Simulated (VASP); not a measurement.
# Tc (P6_3/mmc) in VASP: notebook

Runs on Tc. Level: LDA. Tasks: electric field gradients.

All numbers are computed with VASP 6.6.1; they aren't measurements. Logs are shortened: lines on timing, memory, paths and dates and some standing lists are left out, and cuts for length are marked.

### 1 The cell of the first run

Symmetry: P6_3/mmc, No. 194, hexagonal system. Conventional cell: a = 2.758 Å, b = 2.758 Å, c = 4.427 Å, α = 90.00°, β = 90.00°, γ = 120.00°. Within 3.6 Å of Tc (site symmetry -6m2) lie 12 Tc at 2.73 to 2.76 Å.

### 2 Electric field gradients, LDA (volume scaled by 1.02)

Contents of INCAR:

```
ALGO = Normal
EDIFF = 1E-8
ENCUT = 520
GGA = CA
ISIF = 2
ISMEAR = -1
LASPH = True
LCHARG = False
LEFG = True
LREAL = False
LWAVE = False
NBANDS = 20
NELM = 60
PREC = Accurate
SIGMA = 0.08
```

Contents of KPOINTS:

```
k-points
0
Gamma
  17 17 9
```

Contents of POSCAR:

```
Tc
1.0
    2.7581463957      0.0000000000      0.0000000000
   -1.3790731979      2.3886248461      0.0000000000
    0.0000000000      0.0000000000      4.4271266766
Tc
2
Direct
    0.3333333333      0.6666666667      0.2500000000
    0.6666666667      0.3333333333      0.7500000000
```

Potentials or basis: VASP PAW LDA potentials, release 64 (Tc_pv).

The run is started by

```
$ cat potpaw_LDA.64/Tc_pv/POTCAR > POTCAR
$ mpirun -np 1 vasp_std > vasp.out
```

OUTCAR:

```text
EDIFF = 1E-8
   ENCUT = 520
   GGA = CA
   ISIF = 2
   ISMEAR = -1
   LASPH = True
   LREAL = False
   NELM = 60
   PREC = Accurate

 ion  position               nearest neighbor table
   1  0.333  0.667  0.250-   2 2.73   2 2.73   2 2.73   2 2.73   2 2.73   2 2.73
   2  0.667  0.333  0.750-   1 2.73   1 2.73   1 2.73   1 2.73   1 2.73   1 2.73

  LATTYP: Found a hexagonal cell.
 ALAT       =     2.7581463957
 C/A-ratio  =     1.6051093892

  Lattice vectors:

 A1 = (   2.7581463957,   0.0000000000,   0.0000000000)
 A2 = (  -1.3790731979,   2.3886248461,   0.0000000000)
 A3 = (   0.0000000000,   0.0000000000,   4.4271266766)

Analysis of symmetry for initial positions (statically):
=====================================================================
 Subroutine PRICEL returns:
 Original cell was already a primitive cell.

 Routine SETGRP: Setting up the symmetry group for a
 hexagonal supercell.

 Subroutine GETGRP returns: Found 24 space group operations
 (whereof 12 operations were pure point group operations)
 out of a pool of 24 trial point group operations.

The static configuration has the point symmetry D_3d.
 The point group associated with its full space group is D_6h.

Analysis of symmetry for dynamics (positions and initial velocities):
=====================================================================
 Subroutine PRICEL returns:
 Original cell was already a primitive cell.

 Routine SETGRP: Setting up the symmetry group for a
 hexagonal supercell.

 Subroutine GETGRP returns: Found 24 space group operations
 (whereof 12 operations were pure point group operations)
 out of a pool of 24 trial point group operations.

The dynamic configuration has the point symmetry D_3d.
 The point group associated with its full space group is D_6h.

 Subroutine INISYM returns: Found 24 space group operations
 (whereof 12 operations are pure point group operations),
 and found     1 'primitive' translations

----------------------------------------------------------------------------------------

                                     Primitive cell

  volume of cell :      29.1667

  direct lattice vectors                    reciprocal lattice vectors
     2.758146396  0.000000000  0.000000000     0.362562336  0.209325462  0.000000000
    -1.379073198  2.388624846  0.000000000     0.000000000  0.418650924  0.000000000
     0.000000000  0.000000000  4.427126677     0.000000000  0.000000000  0.225880141

  length of vectors
     2.758146396  2.758146396  4.427126677     0.418650924  0.418650924  0.225880141

  position of ions in fractional coordinates (direct lattice)
     0.333333333  0.666666667  0.250000000
     0.666666667  0.333333333  0.750000000

  ion indices of the primitive-cell ions
   primitive index   ion index
                 1           1
                 2           2

----------------------------------------------------------------------------------------

 KPOINTS: k-points

Automatic generation of k-mesh.
 Grid dimensions read from file:
 generate k-points for:   17   17    9

 Generating k-lattice:

  Cartesian coordinates                     Fractional coordinates (reciprocal lattice)
     0.021327196  0.012313262  0.000000000     0.058823529  0.000000000  0.000000000
     0.000000000  0.024626525  0.000000000     0.000000000  0.058823529  0.000000000
     0.000000000  0.000000000  0.025097793     0.000000000  0.000000000  0.111111111

  Length of vectors
     0.024626525  0.024626525  0.025097793

  Shift w.r.t. Gamma in fractional coordinates (k-lattice)
     0.000000000  0.000000000  0.000000000

 Subroutine IBZKPT returns following result:
 ===========================================

 Found    165 irreducible k-points:

 Following reciprocal coordinates:
            Coordinates               Weight
  0.000000  0.000000  0.000000      1.000000
  0.058824  0.000000  0.000000      6.000000
  0.117647  0.000000  0.000000      6.000000
  0.176471  0.000000  0.000000      6.000000
  0.235294  0.000000  0.000000      6.000000
  0.294118  0.000000  0.000000      6.000000
[... 16 lines left out ...]
  0.411765  0.117647  0.000000     12.000000
  0.176471  0.176471  0.000000      6.000000
 [... further k-points ...]
   k-points           NKPTS =    165   k-points in BZ     NKDIM =    165   number of bands    NBANDS=     20
   number of dos      NEDOS =    301   number of ions     NIONS =      2
   total plane-waves  NPLWV =  20736
   dimension x,y,z NGX =    24 NGY =   24 NGZ =   36
   dimension x,y,z NGXF=    48 NGYF=   48 NGZF=   72
   ions per type =               2
   NGX,Y,Z   is equivalent  to a cutoff of  14.47, 14.47, 13.52 a.u.
   NGXF,Y,Z  is equivalent  to a cutoff of  28.93, 28.93, 27.04 a.u.
 SYSTEM =  unknown system
   PREC   = accura    normal or accurate (medium, high low for compatibility)
   ISTART =      0    job   : 0-new  1-cont  2-samecut
   ICHARG =      2    charge: 1-file 2-atom 10-const
   ISPIN  =      1    spin polarized calculation?
   LNONCOLLINEAR =      F non collinear calculations
   LSORBIT =      F    spin-orbit coupling
   LASPH  =      T    aspherical Exc in radial PAW
   ENCUT  =  520.0 eV  38.22 Ry    6.18 a.u.   5.13  5.13  8.23*2*pi/ulx,y,z
   NELM   =     60;   NELMIN=  2; NELMDL= -5     # of ELM steps
   EDIFF  = 0.1E-07   stopping-criterion for ELM
   LREAL  =      F    real-space projection
   EDIFFG = 0.1E-06   stopping-criterion for IOM
   NSW    =      0    number of steps for IOM
   IBRION =     -1    ionic relax: 0-MD 1-quasi-New 2-CG
   NFREE  =      0    steps in history (QN), initial steepest desc. (CG)
   ISIF   =      2    stress and relaxation
   ISYM   =      2    0-nonsym 1-usesym 2-fastsym
   POTIM  = 0.5000    time-step for ionic-motion
   TEBEG  =    0.0;   TEEND  =   0.0 temperature during run
   PSTRESS=    0.0 pullay stress
   NELECT =      26.0000    total number of electrons
   NUPDOWN=      -1.0000    fix difference up-down
   EMIN   =  10.00;   EMAX   =-10.00  energy-range for DOS
   EFERMI =   0.00;   METHOD = LEGACY
   ISMEAR =    -1;   SIGMA  =   0.08  broadening in eV -4-tet -1-fermi 0-gaus
   EFERMI_NEDOS =   21; number of points for ismear=-14 and -15
   IALGO  =     38    algorithm
   IMIX   =      4    mixing-type and parameters
     AMIX     =   0.40;   BMIX     =  1.00
     AMIX_MAG =   1.60;   BMIX_MAG =  1.00
  volume/ion in A,a.u.               =      14.58        98.41
  Fermi-wavevector in a.u.,A,eV,Ry     =   1.575567  2.977390 33.775257  2.482411
  Thomas-Fermi vector in A             =   2.676531
   LORBIT       =      0    0 simple, 1 ext, 2 COOP (PROOUT), +10 PAW based schemes
   GGA     = CA    functional components
   LHFCALC =     F    Hartree Fock is set to
   AEXX    =    0.0000 exact exchange contribution
   IVDW    =     0    specifies the selected vdW correction
   LEPSILON=     F    determine dielectric tensor
   LRPA    =     F    only Hartree local field effects (RPA)
 non-spin polarized calculation
  energy-cutoff  :      520.00
  volume of cell :       29.17
 maximum number of plane-waves:       808
 NGX is ok and might be reduce to    24
   NGX = 11   NGY = 11   NGZ = 17

 number of electron      25.9999998 magnetization

 Free energy of the ion-electron system (eV)
  ---------------------------------------------------
  ext. energy  EPLUGINS =         0.00000000
  ---------------------------------------------------
  free energy    TOTEN  =       -23.40202708 eV

  energy without entropy =      -23.35921280  energy(sigma->0) =      -23.38061994

 E-fermi :  12.1717     XC(G=0): -13.9161

 val. band max:       12.1712001945   @ k =   0.1176   0.0588   0.1111
 cond. band min:      12.1748903588   @ k =   0.4118   0.0588   0.3333
 fundamental gap:      0.0036901643
 Fermi energy:        12.1716929565

 k-point     1 :       0.0000    0.0000    0.0000
  band No.  band energies     occupation
      1     -27.0441      2.00000
      2     -25.9866      2.00000
      3     -25.9866      2.00000
      4     -25.8088      2.00000
      5     -25.8088      2.00000
      6     -25.7737      2.00000
[... 12 lines left out ...]
     19      22.9528      0.00000
     20      26.5016      0.00000
[... 507 lines left out ...]
 k-point    24 :       0.1765    0.1765    0.0000
  band No.  band energies     occupation
      1     -26.7294      2.00000
      2     -26.4854      2.00000
      3     -26.4753      2.00000
      4     -26.1544      2.00000
      5     -25.9836      2.00000
      6     -25.9296      2.00000
[... 12 lines left out ...]
     19      22.5469      0.00000
     20      25.9924      0.00000

 [... further k-points ...]

------------------------ aborting loop because EDIFF is reached ----------------------------------------

  FORCE on cell =-STRESS in cart. coord.  units (eV):
  Direction    XX          YY          ZZ          XY          YZ          ZX
  --------------------------------------------------------------------------------------
  -------------------------------------------------------------------------------------
  Total       -3.0109793     -3.0109793     -3.3292976      0.0000000      0.0000000      0.0000000
  in kB     -165.3983418   -165.3983418   -182.8841181      0.0000000      0.0000000      0.0000000
  external PRESSURE =    -171.2269339 kB  Pullay stress =       0.0000000 kB

 VOLUME and BASIS-vectors are now :
 -----------------------------------------------------------------------------
  energy-cutoff  :      520.00
  volume of cell :       29.17
      direct lattice vectors                 reciprocal lattice vectors
     2.758146396  0.000000000  0.000000000     0.362562336  0.209325462  0.000000000
    -1.379073198  2.388624846  0.000000000     0.000000000  0.418650924  0.000000000
     0.000000000  0.000000000  4.427126677     0.000000000  0.000000000  0.225880141

 POSITION                                       TOTAL-FORCE (eV/Angst)
 -----------------------------------------------------------------------------------
     -0.00000      1.59242      1.10678        -0.000000     -0.000000      0.000000
      1.37907      0.79621      3.32035         0.000000      0.000000      0.000000
 -----------------------------------------------------------------------------------
    total drift:                               -0.000000      0.000000     -0.000000

  FREE ENERGIE OF THE ION-ELECTRON SYSTEM (eV)
  ---------------------------------------------------
  free  energy   TOTEN  =       -23.4020270805 eV

  energy  without entropy=      -23.3592127976  energy(sigma->0) =      -23.38061994

 Electric field gradients (V/A^2)
---------------------------------------------------------------------
 ion       V_xx      V_yy      V_zz      V_xy      V_xz      V_yz
---------------------------------------------------------------------
   1       8.244     8.244   -16.488     0.000     0.000    -0.000
   2       8.244     8.244   -16.488     0.000    -0.000     0.000
---------------------------------------------------------------------

 Electric field gradients after diagonalization (V/A^2)
 (convention: |V_zz| > |V_xx| > |V_yy|)
----------------------------------------------------------------------
 ion       V_xx      V_yy      V_zz     asymmetry (V_yy - V_xx)/ V_zz
----------------------------------------------------------------------
   1       8.244     8.244   -16.488       0.000
   2       8.244     8.244   -16.488       0.000
----------------------------------------------------------------------

           NMR quadrupolar parameters

 Cq : quadrupolar parameter    Cq=e*Q*V_zz/h
 eta: asymmetry parameters     (V_yy - V_xx)/ V_zz
 Q  : nuclear electric quadrupole moment in mb (millibarn)
----------------------------------------------------------------------
 ion       Cq(MHz)       eta       Q (mb)
----------------------------------------------------------------------
   1      -0.040       0.000       1.000
   2      -0.040       0.000       1.000
----------------------------------------------------------------------
```

Run time: 55 s. Hardware: 1 thread of Intel Xeon 6975P-C, shared host; peak memory 0.2 GiB.

What came out:

| Property | Result |
| --- | --- |
| Free energy | -23.4020 eV |
| Pressure | -17.1 GPa |
| Band gap on the k mesh | zero (band 13 reaches 13.59 eV, above the bottom of band 14 at 10.62 eV) |

Stress tensor (GPa, compression positive):
```
-16.54   0.00   0.00
  0.00 -16.54   0.00
  0.00   0.00 -18.29
```

Levels at points of the mesh, in eV from the Fermi level:
| k point | band 11 | band 12 | band 13 | band 14 | band 15 | band 16 |
| --- | --- | --- | --- | --- | --- | --- |
| (0.00, 0.00, 0.00) | -1.45 | -0.81 | -0.81 | -0.11 | -0.11 | 1.65 |

Electric field gradients, principal values (V/Å²):
```
atom  least  middle  greatest (by size)
1 Tc  8.244   8.244             -16.488
2 Tc  8.244   8.244             -16.488
```

Caveat: without QUAD_EFG the Cq values of the log hold for a quadrupole moment of 1 mb, not for the nuclei.

(Part 1 of 3 ends here.)
